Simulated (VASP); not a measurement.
# FePt (P-6m2) in VASP: further runs, part 2 of 2

VASP 6.6.1. Earlier steps stand in the parts before.

**4. Relaxation of cell and atoms, PBE, collinear spin, ferromagnetic start**

File INCAR:

```
PREC = Accurate
ENCUT = 600
EDIFF = 1E-7
ISMEAR = 0
SIGMA = 0.1
LREAL = F
LASPH = T
NELM = 150
ALGO = Fast
ISIF = 3
LWAVE = F
LCHARG = F
ISPIN = 2
MAGMOM = 4 0
LORBIT = 11
LMAXMIX = 4
GGA = PE
IBRION = 2
NSW = 90
EDIFFG = -0.04
```

File KPOINTS:

```
Automatic mesh
0
Gamma
  6 6 6
```

File POSCAR:

```
FePt
1.0
    2.9752993600      0.0000000000      0.0000000000
   -1.4876496800      2.5766848300      0.0000000000
    0.0000000000      0.0000000000      2.8965876900
Fe Pt
1 1
Direct
    0.6666666700      0.3333333300      0.5000000000
    0.0000000000      0.0000000000      0.0000000000
```

Potentials or basis: VASP PAW PBE potentials, release 64 (Fe, Pt).

Run with:

```bash
$ cat potpaw_PBE.64/Fe/POTCAR potpaw_PBE.64/Pt/POTCAR > POTCAR
$ mpirun -np 1 vasp_std > vasp.out
```

OUTCAR:

```text
PREC = Accurate
   ENCUT = 600
   EDIFF = 1E-7
   ISMEAR = 0
   LREAL = F
   LASPH = T
   NELM = 150
   ISIF = 3
   ISPIN = 2
   LORBIT = 11
   GGA = PE
   IBRION = 2
   NSW = 90
   EDIFFG = -0.04

 ion  position               nearest neighbor table
   1  0.667  0.333  0.500-   2 2.25   2 2.25   2 2.25   2 2.25   2 2.25   2 2.25
   2  0.000  0.000  0.000-   1 2.25   1 2.25   1 2.25   1 2.25   1 2.25   1 2.25

  LATTYP: Found a hexagonal cell.
 ALAT       =     2.9752993600
 C/A-ratio  =     0.9735449578

  Lattice vectors:

 A1 = (   2.9752993600,   0.0000000000,   0.0000000000)
 A2 = (  -1.4876496800,   2.5766848300,   0.0000000000)
 A3 = (   0.0000000000,   0.0000000000,   2.8965876900)

Analysis of symmetry for initial positions (statically):
=====================================================================
 Subroutine PRICEL returns:
 Original cell was already a primitive cell.

 Routine SETGRP: Setting up the symmetry group for a
 hexagonal supercell.

 Subroutine GETGRP returns: Found 12 space group operations
 (whereof 12 operations were pure point group operations)
 out of a pool of 24 trial point group operations.

The static configuration has the point symmetry D_3h.

Analysis of symmetry for dynamics (positions and initial velocities):
=====================================================================
 Subroutine PRICEL returns:
 Original cell was already a primitive cell.

 Routine SETGRP: Setting up the symmetry group for a
 hexagonal supercell.

 Subroutine GETGRP returns: Found 12 space group operations
 (whereof 12 operations were pure point group operations)
 out of a pool of 24 trial point group operations.

The dynamic configuration has the point symmetry D_3h.

Analysis of structural, dynamic, and magnetic symmetry:
=====================================================================
 Subroutine PRICEL returns:
 Original cell was already a primitive cell.

 Routine SETGRP: Setting up the symmetry group for a
 hexagonal supercell.

 Subroutine GETGRP returns: Found 12 space group operations
 (whereof 12 operations were pure point group operations)
 out of a pool of 24 trial point group operations.

The overall configuration has the point symmetry D_3h.

 Subroutine INISYM returns: Found 12 space group operations
 (whereof 12 operations are pure point group operations),
 and found     1 'primitive' translations

----------------------------------------------------------------------------------------

                                     Primitive cell

  volume of cell :      22.2064

  direct lattice vectors                    reciprocal lattice vectors
     2.975299360  0.000000000  0.000000000     0.336100634  0.194047791  0.000000000
    -1.487649680  2.576684830  0.000000000     0.000000000  0.388095582  0.000000000
     0.000000000  0.000000000  2.896587690     0.000000000  0.000000000  0.345233809

  length of vectors
     2.975299360  2.975299360  2.896587690     0.388095583  0.388095582  0.345233809

  position of ions in fractional coordinates (direct lattice)
     0.666666670  0.333333330  0.500000000
     0.000000000  0.000000000  0.000000000

  ion indices of the primitive-cell ions
   primitive index   ion index
[... 62 lines left out ...]
   NGX,Y,Z   is equivalent  to a cutoff of  13.41, 13.41, 13.77 a.u.
   NGXF,Y,Z  is equivalent  to a cutoff of  26.82, 26.82, 27.55 a.u.
 SYSTEM =  unknown system
   PREC   = accura    normal or accurate (medium, high low for compatibility)
   ISTART =      0    job   : 0-new  1-cont  2-samecut
   ICHARG =      2    charge: 1-file 2-atom 10-const
   ISPIN  =      2    spin polarized calculation?
   LNONCOLLINEAR =      F non collinear calculations
   LSORBIT =      F    spin-orbit coupling
   LASPH  =      T    aspherical Exc in radial PAW
   ENCUT  =  600.0 eV  44.10 Ry    6.64 a.u.   5.94  5.94  5.79*2*pi/ulx,y,z
   NELM   =    150;   NELMIN=  2; NELMDL= -5     # of ELM steps
   EDIFF  = 0.1E-06   stopping-criterion for ELM
   LREAL  =      F    real-space projection
   EDIFFG = -.4E-01   stopping-criterion for IOM
   NSW    =     90    number of steps for IOM
   IBRION =      2    ionic relax: 0-MD 1-quasi-New 2-CG
   NFREE  =      1    steps in history (QN), initial steepest desc. (CG)
   ISIF   =      3    stress and relaxation
   ISYM   =      2    0-nonsym 1-usesym 2-fastsym
   POTIM  = 0.5000    time-step for ionic-motion
   TEBEG  =    0.0;   TEEND  =   0.0 temperature during run
   PSTRESS=    0.0 pullay stress
   NELECT =      18.0000    total number of electrons
   NUPDOWN=      -1.0000    fix difference up-down
   EMIN   =  10.00;   EMAX   =-10.00  energy-range for DOS
   EFERMI =   0.00;   METHOD = LEGACY
   ISMEAR =     0;   SIGMA  =   0.10  broadening in eV -4-tet -1-fermi 0-gaus
   EFERMI_NEDOS =   21; number of points for ismear=-14 and -15
   IALGO  =     68    algorithm
   IMIX   =      4    mixing-type and parameters
     AMIX     =   0.40;   BMIX     =  1.00
     AMIX_MAG =   1.60;   BMIX_MAG =  1.00
  volume/ion in A,a.u.               =      11.10        74.93
  Fermi-wavevector in a.u.,A,eV,Ry     =   1.526416  2.884507 31.700819  2.329944
  Thomas-Fermi vector in A             =   2.634452
   LORBIT       =     11    0 simple, 1 ext, 2 COOP (PROOUT), +10 PAW based schemes
   GGA     = PE    functional components
   LHFCALC =     F    Hartree Fock is set to
   AEXX    =    0.0000 exact exchange contribution
   IVDW    =     0    specifies the selected vdW correction
   LEPSILON=     F    determine dielectric tensor
   LRPA    =     F    only Hartree local field effects (RPA)
 conjugate gradient relaxation of ions
 spin polarized calculation
 RMM-DIIS sequential band-by-band and
 Gauss-broadening in eV      SIGMA  =   0.10
  energy-cutoff  :      600.00
  volume of cell :       22.21
 maximum number of plane-waves:       762
 NGX is ok and might be reduce to    24
   NGX = 11   NGY = 11   NGZ = 11

--------------------------------------- Ionic step        1  -------------------------------------------

 number of electron      17.9999996 magnetization       1.5403482

 Free energy of the ion-electron system (eV)
  ---------------------------------------------------
  ext. energy  EPLUGINS =         0.00000000
  ---------------------------------------------------
  free energy    TOTEN  =       -11.16885810 eV

  energy without entropy =      -11.16378274  energy(sigma->0) =      -11.16632042

------------------------ aborting loop because EDIFF is reached ----------------------------------------

  FORCE on cell =-STRESS in cart. coord.  units (eV):
  Direction    XX          YY          ZZ          XY          YZ          ZX
  --------------------------------------------------------------------------------------
  -------------------------------------------------------------------------------------
  Total       15.1254345     15.1254345     20.0927530      0.0000000      0.0000000      0.0000000
  in kB     1091.2890319   1091.2890322   1449.6774312      0.0000000      0.0000000      0.0000000
  external PRESSURE =    1210.7518318 kB  Pullay stress =       0.0000000 kB
[... 1838 lines left out ...]
      4       6.9062      1.00000
      5       7.6566      1.00000
      6       7.9387      1.00000
      7       8.6919      1.00000
      8       9.6116      1.00000
      9      11.0909      0.00000
     10      11.7420      0.00000
     11      11.8832      0.00000
     12      11.9829      0.00000
     13      21.5604      0.00000
     14      21.7514      0.00000
     15      26.2763      0.00000

 [... further k-points ...]

[... ionic steps 4 to 30 ...]

--------------------------------------- Ionic step       31  -------------------------------------------

 number of electron      18.0000005 magnetization       3.1318366

------------------------ aborting loop because EDIFF is reached ----------------------------------------
[... 67 lines left out ...]
--------------------------------------- Ionic step       33  -------------------------------------------

 number of electron      18.0000007 magnetization       3.1323006

 Free energy of the ion-electron system (eV)
  ---------------------------------------------------
  ext. energy  EPLUGINS =         0.00000000
  ---------------------------------------------------
  free energy    TOTEN  =       -14.62071759 eV

  energy without entropy =      -14.61310438  energy(sigma->0) =      -14.61691098

 E-fermi :   8.5198     XC(G=0): -12.9621

 val. band max:        8.4879672483   @ k =   0.1667   0.1667   0.5000
 cond. band min:       8.5517417195   @ k =   0.1667   0.0000   0.0000
 fundamental gap:      0.0637744712
 Fermi energy:         8.5198125904
[... 899 lines left out ...]
  FREE ENERGIE OF THE ION-ELECTRON SYSTEM (eV)
  ---------------------------------------------------
  free  energy   TOTEN  =       -14.6207175874 eV

  energy  without entropy=      -14.6131043801  energy(sigma->0) =      -14.61691098

 reached required accuracy - stopping structural energy minimisation

 total charge

# of ion       s       p       d       tot
------------------------------------------
    1        0.403   0.417   6.142   6.962
    2        0.705   0.671   8.034   9.410
--------------------------------------------------
tot          1.108   1.088  14.176  16.372

 magnetization (x)

# of ion       s       p       d       tot
------------------------------------------
    1       -0.007  -0.022   2.913   2.885
    2       -0.011  -0.055   0.311   0.245
--------------------------------------------------
tot         -0.018  -0.077   3.224   3.129
```

Run time: 5.9 min. Hardware: 1 thread of Intel Xeon Platinum 8488C (Sapphire Rapids), shared host; peak memory 0.18 GiB.

What came out:

* Free energy: -14.6207 eV
* Relaxed volume: 14.02 Å³/atom
* Relaxed cell: a = 2.712 Å, b = 2.712 Å, c = 4.400 Å, α = 90.00°, β = 90.00°, γ = 120.00°
* Space group after relaxing (to 0.05 Å): P-6m2 (No. 187)
* Energy gained by relaxing: 1725.9 meV/atom
* Ionic steps: 33
* Pressure after relaxing: 0.2 GPa
* Net moment: 3.13 μB per cell
* Site moments: Fe +2.88; Pt +0.24 μB
* Valence electrons inside the program's atomic spheres: Fe 6.96; Pt 9.41

Stress tensor (GPa, compression positive):
```
 0.42  0.00  0.00
 0.00  0.42  0.00
 0.00  0.00 -0.17
```

The path:
```csv
step,energy change (eV),largest force (eV/Å),pressure (GPa),volume (Å³)
1,0.0000,0.0000,121.08,22.21
2,0.9450,0.0000,-19.53,61.41
3,-2.5458,0.0000,-7.73,34.01
4,-2.5869,0.0000,-3.50,32.85
5,-2.5951,0.0000,0.13,32.03
6,-2.5948,0.0000,-0.91,32.25
7,-2.5984,0.0000,0.59,31.88
8,-2.5997,0.0000,2.11,31.53
9,-2.6009,0.0000,2.21,31.49
10,-2.6048,0.0000,2.54,31.38
11,-2.6157,0.0000,3.13,31.15
12,-2.6498,0.0000,4.01,30.67
13,-2.7435,0.0000,5.77,29.65
14,-3.0605,0.0000,11.67,27.41
15,-1.7798,0.0000,91.72,22.33
16,-3.1648,0.0000,16.87,26.55
17,-3.1344,0.0000,34.33,24.83
18,-3.1903,0.0000,26.67,25.42
19,-3.1806,0.0000,28.58,25.25
20,-3.1811,0.0000,28.73,25.24
21,-3.1825,0.0000,29.06,25.21
22,-3.1833,0.0000,29.81,25.14
23,-3.1849,0.0000,29.72,25.15
24,-3.1897,0.0000,29.40,25.17
25,-3.1991,0.0000,28.77,25.22
26,-3.2172,0.0000,27.60,25.31
27,-3.2512,0.0000,25.08,25.49
28,-3.3102,0.0000,20.47,25.85
29,-3.3941,0.0000,12.27,26.58
30,-3.4516,0.0000,-0.03,28.08
31,-3.4517,0.0000,0.37,28.02
32,-3.4517,0.0000,0.35,28.02
33,-3.4519,0.0000,0.22,28.03
```

Final structure:
```cif
data_structure
_symmetry_space_group_name_H-M 'P 1'
_symmetry_Int_Tables_number 1
_cell_length_a 2.7123
_cell_length_b 2.7123
_cell_length_c 4.4000
_cell_angle_alpha 90.000
_cell_angle_beta 90.000
_cell_angle_gamma 120.000
_cell_volume 28.03
loop_
_atom_site_label
_atom_site_type_symbol
_atom_site_fract_x
_atom_site_fract_y
_atom_site_fract_z
_atom_site_occupancy
Fe1 Fe 0.66667 0.33333 0.50000 1
Pt1 Pt 0.00000 0.00000 0.00000 1
```

Levels at points of the mesh, in eV from the Fermi level:
Spin up:
```
           k point  band 9  band 10  band 11  band 12  band 13  band 14
(0.00, 0.00, 0.00)   -2.36    -0.87    -0.87    -0.48     5.55    15.55
(0.50, 0.00, 0.00)   -0.66     0.14     1.05     3.45     8.04     8.27
(0.00, 0.00, 0.50)   -1.60    -1.60    -1.04    -1.04    11.84    14.75
(0.50, 0.00, 0.50)   -0.99     0.15     1.10     1.26     6.12     6.74
```
Spin down:
| k point | band 4 | band 5 | band 6 | band 7 | band 8 | band 9 | band 10 | band 11 | band 12 | band 13 |
| --- | --- | --- | --- | --- | --- | --- | --- | --- | --- | --- |
| (0.00, 0.00, 0.00) | -3.63 | -1.43 | -1.43 | -1.01 | -0.38 | 0.24 | 0.24 | 1.50 | 1.50 | 6.56 |
| (0.50, 0.00, 0.00) | -2.51 | -2.10 | -0.73 | -0.42 | 0.34 | 1.71 | 2.00 | 2.67 | 4.01 | 8.49 |
| (0.00, 0.00, 0.50) | -3.70 | -3.70 | -1.57 | -1.57 | -0.70 | 0.64 | 0.64 | 1.39 | 1.39 | 12.46 |
| (0.50, 0.00, 0.50) | -2.08 | -1.68 | -0.27 | 0.28 | 0.37 | 0.88 | 2.00 | 2.12 | 2.22 | 6.69 |

Caveat: the k points lie up to 0.45 Å⁻¹ apart in the final cell; the volume moved by over 15 % at a fixed basis, so the end points are rough; spin-orbit coupling is left out, which moves the levels of the heavy elements.

**5. The runs side by side**

```csv
task,cell,cutoff (eV),gap on the mesh (eV),pressure (GPa),moment (μB)
single point,"a = 2.975, b = 2.975, c = 2.897 Å, angles 90.0, 90.0, 120.0°, 2 atoms",520,none,121.0,1.54
single point,"a = 2.715, b = 2.715, c = 4.411 Å, angles 90.0, 90.0, 120.0°, 2 atoms",520,none,-0.5,3.14
relaxation of cell and atoms,"relaxed from a = 2.975, b = 2.975, c = 2.897 Å, angles 90.0, 90.0, 120.0°, 2 atoms",600,none,0.2,3.13
```

Alike in all rows: level PBE; potentials or basis VASP PAW PBE potentials, release 64 (Fe, Pt); spin collinear, ferromagnetic start; k mesh 6 × 6 × 6; smearing gaussian 0.1 eV.

Caveats: all runs use coarse meshes; spin-orbit coupling is left out, which moves the levels of the heavy elements; the moment fell far below its start of 4 μB, so a state of higher moment may lie lower in energy (some runs); the volume moved by over 15 % at a fixed basis, so the end points are rough (some runs).

Absolute energies hang on the potentials; compare differences alone.
